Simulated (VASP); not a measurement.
# Cu in VASP: a series of runs

The runs below take Cu through relaxation of cell and atoms, single point, with PBE.

Everything below comes from runs of VASP 6.6.1. Logs are shortened: lines on timing, memory, paths and dates and some standing lists are left out, and cuts for length are marked.

### 1 The cell of the first run

Symmetry: I4/mmm, No. 139, tetragonal system. The conventional cell has a = 3.009 Å, b = 3.009 Å, c = 2.660 Å, α = 90.00°, β = 90.00°, γ = 90.00°. Cu (site symmetry 4/mmm) has 14 Cu at 2.51 to 3.01 Å within 3.3 Å.

### 2 Relaxation of cell and atoms, PBE

File INCAR:

```
SYSTEM = Cu
PREC = Accurate
ENCUT = 600
EDIFF = 1E-6
ISMEAR = 0
SIGMA = 0.1
LREAL = .False.
LASPH = .True.
NELM = 100
ALGO = Normal
ISIF = 3
LWAVE = .False.
LCHARG = .False.
GGA = PE
IBRION = 2
NSW = 100
EDIFFG = -0.01
```

File KPOINTS:

```
Automatic mesh
0
Gamma
  28 28 28
  0 0 0
```

File POSCAR:

```
Cu
1.0
   -1.5044544571      1.5044544571      1.3297691350
    1.5044544571     -1.5044544571      1.3297691350
    1.5044544571      1.5044544571     -1.3297691350
Cu
1
Direct
    0.0000000000      0.0000000000      0.0000000000
```

Potentials or basis: VASP PAW PBE potentials, release 64 (Cu).

Launch:

```
cat potpaw_PBE.64/Cu/POTCAR > POTCAR
mpirun -np 1 vasp_std > vasp.out
```

OUTCAR:

```text
SYSTEM = Cu
   PREC = Accurate
   ENCUT = 600
   EDIFF = 1E-6
   ISMEAR = 0
   LREAL = .False.
   LASPH = .True.
   NELM = 100
   ISIF = 3
   GGA = PE
   IBRION = 2
   NSW = 100
   EDIFFG = -0.01

 ion  position               nearest neighbor table
   1  0.000  0.000  0.000-

  LATTYP: Found a body centered tetragonal cell.
 ALAT       =     3.0089089142
 C/A-ratio  =     0.8838879294

  Lattice vectors:

 A1 = (  -1.5044544571,   1.5044544571,   1.3297691350)
 A2 = (   1.5044544571,  -1.5044544571,   1.3297691350)
 A3 = (   1.5044544571,   1.5044544571,  -1.3297691350)

Analysis of symmetry for initial positions (statically):
=====================================================================
 Subroutine PRICEL returns:
 Original cell was already a primitive cell.

 Routine SETGRP: Setting up the symmetry group for a
 body centered tetragonal supercell.

 Subroutine GETGRP returns: Found 16 space group operations
 (whereof 16 operations were pure point group operations)
 out of a pool of 16 trial point group operations.

The static configuration has the point symmetry D_4h.

Analysis of symmetry for dynamics (positions and initial velocities):
=====================================================================
 Subroutine PRICEL returns:
 Original cell was already a primitive cell.

 Routine SETGRP: Setting up the symmetry group for a
 body centered tetragonal supercell.

 Subroutine GETGRP returns: Found 16 space group operations
 (whereof 16 operations were pure point group operations)
 out of a pool of 16 trial point group operations.

The dynamic configuration has the point symmetry D_4h.

 Subroutine INISYM returns: Found 16 space group operations
 (whereof 16 operations are pure point group operations),
 and found     1 'primitive' translations

----------------------------------------------------------------------------------------

                                     Primitive cell

  volume of cell :      12.0391

  direct lattice vectors                    reciprocal lattice vectors
    -1.504454457  1.504454457  1.329769135     0.000000000  0.332346385  0.376005118
     1.504454457 -1.504454457  1.329769135     0.332346385  0.000000000  0.376005118
     1.504454457  1.504454457 -1.329769135     0.332346385  0.332346385  0.000000000

  length of vectors
[... 109 lines left out ...]
   LEPSILON=     F    determine dielectric tensor
   LRPA    =     F    only Hartree local field effects (RPA)
 conjugate gradient relaxation of ions
 non-spin polarized calculation
 Gauss-broadening in eV      SIGMA  =   0.10
  energy-cutoff  :      600.00
  volume of cell :       12.04
 maximum number of plane-waves:       418
   NGX =  9   NGY =  9   NGZ =  9

--------------------------------------- Ionic step        1  -------------------------------------------

 number of electron      10.9999992 magnetization

 Free energy of the ion-electron system (eV)
  ---------------------------------------------------
  ext. energy  EPLUGINS =         0.00000000
  ---------------------------------------------------
  free energy    TOTEN  =        -3.69104811 eV

  energy without entropy =       -3.68893728  energy(sigma->0) =       -3.68999270

------------------------ aborting loop because EDIFF is reached ----------------------------------------

  FORCE on cell =-STRESS in cart. coord.  units (eV):
  Direction    XX          YY          ZZ          XY          YZ          ZX
  --------------------------------------------------------------------------------------
  -------------------------------------------------------------------------------------
  Total        0.0019096      0.0019096      0.1270359      0.0000000      0.0000000      0.0000000
  in kB        0.2541296      0.2541296     16.9060711      0.0000000      0.0000000      0.0000000
  external PRESSURE =       5.8047768 kB  Pullay stress =       0.0000000 kB
[... 86 lines left out ...]
  FREE ENERGIE OF THE ION-ELECTRON SYSTEM (eV)
  ---------------------------------------------------
  free  energy   TOTEN  =        -3.6916250450 eV

  energy  without entropy=       -3.6894799018  energy(sigma->0) =       -3.69055247

[... ionic steps 4 to 7 ...]

--------------------------------------- Ionic step        8  -------------------------------------------

 number of electron      10.9999992 magnetization

------------------------ aborting loop because EDIFF is reached ----------------------------------------
[... 65 lines left out ...]
--------------------------------------- Ionic step       10  -------------------------------------------

 number of electron      10.9999992 magnetization

 Free energy of the ion-electron system (eV)
  ---------------------------------------------------
  ext. energy  EPLUGINS =         0.00000000
  ---------------------------------------------------
  free energy    TOTEN  =        -3.69311974 eV

  energy without entropy =       -3.69099141  energy(sigma->0) =       -3.69205558

 E-fermi :   7.3242     XC(G=0): -12.6022

 val. band max:        7.3231485394   @ k =   0.2857   0.1071   0.1071
 cond. band min:       7.3350441786   @ k =   0.5000   0.1429   0.0714
 fundamental gap:      0.0118956392
 Fermi energy:         7.3241952982

 k-point     1 :       0.0000    0.0000    0.0000
  band No.  band energies     occupation
      1      -1.8611      2.00000
      2       4.1255      2.00000
      3       4.3851      2.00000
      4       4.3851      2.00000
      5       5.1072      2.00000
      6       5.3821      2.00000
      7      31.3864      0.00000
      8      31.3864      0.00000
      9      33.2520      0.00000
[... 265 lines left out ...]
 k-point    24 :       0.3214    0.0357    0.0000
  band No.  band energies     occupation
      1       1.7910      2.00000
      2       3.6760      2.00000
      3       4.5740      2.00000
      4       5.2049      2.00000
      5       5.4129      2.00000
      6       5.5668      2.00000
      7      16.7802      0.00000
      8      24.9238      0.00000
      9      25.2937      0.00000

 [... further k-points ...]

------------------------ aborting loop because EDIFF is reached ----------------------------------------

  FORCE on cell =-STRESS in cart. coord.  units (eV):
  Direction    XX          YY          ZZ          XY          YZ          ZX
  --------------------------------------------------------------------------------------
  -------------------------------------------------------------------------------------
  Total       -0.0044892     -0.0044892      0.0017250      0.0000000      0.0000000      0.0000000
  in kB       -0.5960387     -0.5960387      0.2290255      0.0000000      0.0000000      0.0000000
  external PRESSURE =      -0.3210173 kB  Pullay stress =       0.0000000 kB
[... 16 lines left out ...]
  FREE ENERGIE OF THE ION-ELECTRON SYSTEM (eV)
  ---------------------------------------------------
  free  energy   TOTEN  =        -3.6931197445 eV

  energy  without entropy=       -3.6909914126  energy(sigma->0) =       -3.69205558

 reached required accuracy - stopping structural energy minimisation
```

It took 7.4 min on 1 thread of Intel Xeon 6975P-C (Granite Rapids), shared host; peak memory 0.38 GiB.

Results:

| Property | Result |
| --- | --- |
| Free energy | -3.6931 eV |
| Relaxed volume | 12.07 Å³/atom |
| Relaxed cell | a = 2.505 Å, b = 2.505 Å, c = 2.505 Å, α = 107.71°, β = 107.71°, γ = 113.06° |
| Space group after relaxing (to 0.05 Å) | I4/mmm (No. 139) |
| Energy gained by relaxing | 2.1 meV/atom |
| Ionic steps | 10 |
| Pressure after relaxing | 0.0 GPa |

The path:
```tsv
step	energy change (eV)	largest force (eV/Å)	pressure (GPa)	volume (Å³)
1	0.0000	0.0000	0.58	12.04
2	-0.0005	0.0000	-0.31	12.12
3	-0.0006	0.0000	-0.83	12.16
4	-0.0010	0.0000	-0.82	12.15
5	-0.0017	0.0000	-0.41	12.11
6	-0.0021	0.0000	0.41	12.03
7	-0.0021	0.0000	0.33	12.04
8	-0.0021	0.0000	0.18	12.06
9	-0.0021	0.0000	-0.13	12.08
10	-0.0021	0.0000	-0.03	12.07
```

Final structure:
```
Cu
1.0
    -1.47772    1.47772    1.38153
     1.47772   -1.47772    1.38153
     1.47772    1.47772   -1.38153
Cu
1
Direct
  0.00000 0.00000 0.00000
```

Levels at points of the mesh, in eV from the Fermi level:
| k point | band 4 | band 5 | band 6 | band 7 | band 8 | band 9 |
| --- | --- | --- | --- | --- | --- | --- |
| (0.00, 0.00, 0.00) | -2.94 | -2.22 | -1.94 | 24.06 | 24.06 | 25.93 |
| (0.50, 0.00, 0.00) | -1.83 | -1.35 | -0.35 | 4.50 | 16.69 | 16.77 |
| (0.50, 0.50, 0.00) | -2.03 | -1.38 | -0.85 | 3.77 | 18.54 | 18.64 |
| (0.50, 0.50, 0.50) | -1.54 | -1.47 | 7.29 | 7.29 | 9.84 | 12.79 |

### 3 Single point, PBE

This run uses another cell than the first one: it holds 6 atoms, not 1.

File INCAR:

```
SYSTEM = Cu
PREC     = Accurate       ! precision mode
ENCUT    = 520            ! plane-wave cutoff, eV
EDIFF    = 1E-6           ! SCF threshold, eV
ISMEAR   = 0              ! smearing method
SIGMA    = 0.1            ! smearing width, eV
LREAL    = .FALSE.        ! projectors in reciprocal space
LASPH    = .TRUE.         ! aspherical terms in the spheres
NELM     = 100            ! most SCF steps
ALGO     = Normal         ! electronic algorithm
ISIF     = 2              ! what is computed and relaxed
LWAVE    = .FALSE.        ! write WAVECAR
LCHARG   = .TRUE.         ! write CHGCAR
GGA      = PE             ! functional
LELF     = .TRUE.         ! ELF
LVHAR    = .TRUE.       
NBANDS   = 42             ! bands
```

File KPOINTS:

```
Automatic mesh
0
G
  4 4 4
  0 0 0
```

File POSCAR:

```
Cu
1.0
    4.5220996696      0.0000000000      0.0091715686
    0.0000000000      4.2385390545      0.0000000000
   -2.0193388465      0.0000000000      3.7644639354
Cu
6
Direct
    0.0000000000      0.0000000000      0.0000000000
    0.0000000000      0.5000000000      0.5000000000
    0.3329287404      0.4999974595      0.1661711342
    0.6670712596      0.9999974595      0.3338288658
    0.6670712596      0.5000025405      0.8338288658
    0.3329287404      0.0000025405      0.6661711342
```

Potentials or basis: VASP PAW PBE potentials, release 64 (Cu).

Launch:

```
cat potpaw_PBE.64/Cu/POTCAR > POTCAR
mpirun -np 1 vasp_std > vasp.out
```

Run time: 51 s. Hardware: 1 thread of Intel Xeon 6975P-C (Granite Rapids), shared host; peak memory 0.2 GiB.

The run converged. Its results:

| Quantity | Value |
| --- | --- |
| Free energy | -22.1499 eV |
| Pressure | 0.7 GPa |
| Largest force | 0.021 eV/Å |
| Band gap on the k mesh | zero (band 33 reaches 11.38 eV, above the bottom of band 34 at 5.99 eV) |

Forces on the atoms (eV/Å):
```
Cu   0.000  0.000  0.000
Cu   0.000  0.000  0.000
Cu   0.010  0.000  0.019
Cu  -0.010  0.000 -0.019
Cu  -0.010  0.000 -0.019
Cu   0.010  0.000  0.019
```

Stress tensor (GPa, compression positive):
```
0.84 0.00 0.06
0.00 0.64 0.00
0.06 0.00 0.54
```

Levels at points of the mesh, in eV from the Fermi level:
```tsv
k point	band 28	band 29	band 30	band 31	band 32	band 33	band 34	band 35	band 36	band 37
(0.00, 0.00, 0.00)	-2.01	-2.01	-1.99	-1.53	-1.17	2.38	2.39	3.26	3.28	3.38
(0.50, 0.00, 0.00)	-1.86	-1.69	-1.67	-1.56	-1.54	-1.26	3.22	3.35	3.36	4.37
(0.00, 0.50, 0.00)	-2.11	-1.81	-1.81	-1.81	-1.81	3.92	3.92	3.92	3.92	5.55
(0.50, 0.50, 0.00)	-2.05	-1.61	-1.61	-1.26	-1.26	-1.26	-1.26	2.36	2.36	3.94
(0.00, 0.00, 0.50)	-1.96	-1.93	-1.93	-1.74	-1.74	0.51	0.51	3.34	3.34	4.44
(0.50, 0.00, 0.50)	-1.96	-1.93	-1.93	-1.74	-1.74	0.49	0.49	3.35	3.35	4.44
(0.00, 0.50, 0.50)	-1.83	-1.49	-1.49	-1.47	-1.47	-1.47	-1.47	-0.27	-0.27	4.67
(0.50, 0.50, 0.50)	-1.83	-1.50	-1.50	-1.47	-1.47	-1.47	-1.47	-0.29	-0.29	4.65
```

Caveat: the k points lie up to 0.42 Å⁻¹ apart.

### 4 Relaxation of cell and atoms, PBE

This run uses another cell than the first one: it holds 5 atoms, not 1.

File INCAR:

```
PREC     = Accurate       # precision mode
ENCUT    = 600            # plane-wave cutoff, eV
EDIFF    = 1E-6           # SCF threshold, eV
ISMEAR   = 0              # smearing method
SIGMA    = 0.1            # smearing width, eV
LREAL    = F              # projectors in reciprocal space
LASPH    = T              # aspherical terms in the spheres
NELM     = 100            # most SCF steps
ALGO     = Normal         # electronic algorithm
ISIF     = 3              # what is computed and relaxed
LWAVE    = F              # write WAVECAR
LCHARG   = F              # write CHGCAR
GGA      = PE             # functional
IBRION   = 2              # ionic algorithm
NSW      = 100            # ionic steps
EDIFFG   = -0.01          # ionic threshold
```

File KPOINTS:

```
Automatic mesh
0
Gamma
  10 10 10
```

File POSCAR:

```
Cu
1.0
   -2.9147271326      2.9147271326      2.2008156480
    2.9147271326     -2.9147271326      2.2008156480
    2.9147271326      2.9147271326     -2.2008156480
Cu
5
Direct
    0.2008692684      0.2008692684      0.4017385369
    0.7991307316      0.2008692684      0.0000000000
    0.7991307316      0.7991307316      0.5982614631
    0.2008692684      0.7991307316      0.0000000000
    0.5000000000      0.5000000000      0.0000000000
```

Launch:

```
cat potpaw_PBE.64/Cu/POTCAR > POTCAR
mpirun -np 1 vasp_std > vasp.out
```

Run time: 10 min. Hardware: 1 thread of Intel Xeon Platinum 8488C (Sapphire Rapids), shared host; peak memory 0.39 GiB.

Results (log left out):

- Free energy: -16.2530 eV
- Relaxed volume: 15.06 Å³/atom
- Relaxed cell: a = 4.685 Å, b = 4.685 Å, c = 4.685 Å, α = 102.77°, β = 102.77°, γ = 123.91°
- Space group after relaxing (to 0.05 Å): I4/mmm (No. 139)
- Energy gained by relaxing: 0.2 meV/atom
- Ionic steps: 4
- Pressure after relaxing: 0.0 GPa
- Largest force after relaxing: 0.009 eV/Å

Forces in eV/Å, atoms in the order of the input:
```
Cu  -0.007 -0.007  0.000
Cu  -0.007  0.007  0.000
Cu   0.007  0.007  0.000
Cu   0.007 -0.007  0.000
Cu   0.000  0.000  0.000
```

Stress tensor (GPa, compression positive):
```
 0.07  0.00  0.00
 0.00  0.07  0.00
 0.00  0.00 -0.04
```

Step by step:
```
step  energy change (eV)  largest force (eV/Å)  pressure (GPa)  volume (Å³)
   1              0.0000                0.0202            0.51        74.79
   2             -0.0012                0.0143           -0.04        75.31
   3             -0.0012                0.0122            0.01        75.29
   4             -0.0012                0.0093            0.03        75.30
```

Final structure:
```
Cu
1.0
    -2.92350    2.92350    2.20261
     2.92350   -2.92350    2.20261
     2.92350    2.92350   -2.20261
Cu
5
Direct
  0.20091 0.20091 0.40183
  0.79909 0.20091 0.00000
  0.79909 0.79909 0.59817
  0.20091 0.79909 0.00000
  0.50000 0.50000 0.00000
```

Levels at points of the mesh, in eV from the Fermi level:
```csv
k point,band 24,band 25,band 26,band 27,band 28,band 29,band 30,band 31
"(0.00, 0.00, 0.00)",-1.60,-1.32,-1.31,1.46,1.46,3.27,4.75,4.77
"(0.50, 0.00, 0.00)",-1.37,-1.31,-1.24,-1.23,0.42,0.92,1.65,2.56
"(0.50, 0.50, 0.00)",-1.52,-1.46,-1.39,-1.35,2.44,3.96,4.27,4.32
"(0.50, 0.50, 0.50)",-1.33,-1.30,-1.12,-0.61,-0.61,-0.25,-0.22,3.47
```

### 5 The runs side by side

| task | cell | k mesh | cutoff (eV) | gap on the mesh (eV) | pressure (GPa) | relaxed volume (Å³/atom) | largest force (eV/Å) |
| --- | --- | --- | --- | --- | --- | --- | --- |
| relaxation of cell and atoms | relaxed from a = 2.509 Å, angles 106.3, 106.3, 116.0°, 1 atom | 28 × 28 × 28 | 600 | none | 0.0 | 12.07 | - |
| single point | a = 4.522, b = 4.239, c = 4.272 Å, angles 90.0, 118.1, 90.0°, 6 atoms | 4 × 4 × 4 | 520 | none | 0.7 | - | 0.02 |
| relaxation of cell and atoms | relaxed from a = 4.673 Å, angles 102.8, 102.8, 123.8°, 5 atoms | 10 × 10 × 10 | 600 | none | 0.0 | 15.06 | 0.01 |

Alike in all rows: level PBE; potentials or basis VASP PAW PBE potentials, release 64 (Cu); no spin polarisation; smearing gaussian 0.1 eV.

Caveats: some runs use coarse meshes.

Total energies depend on the potentials used, so only differences within one code and one set of settings carry meaning.
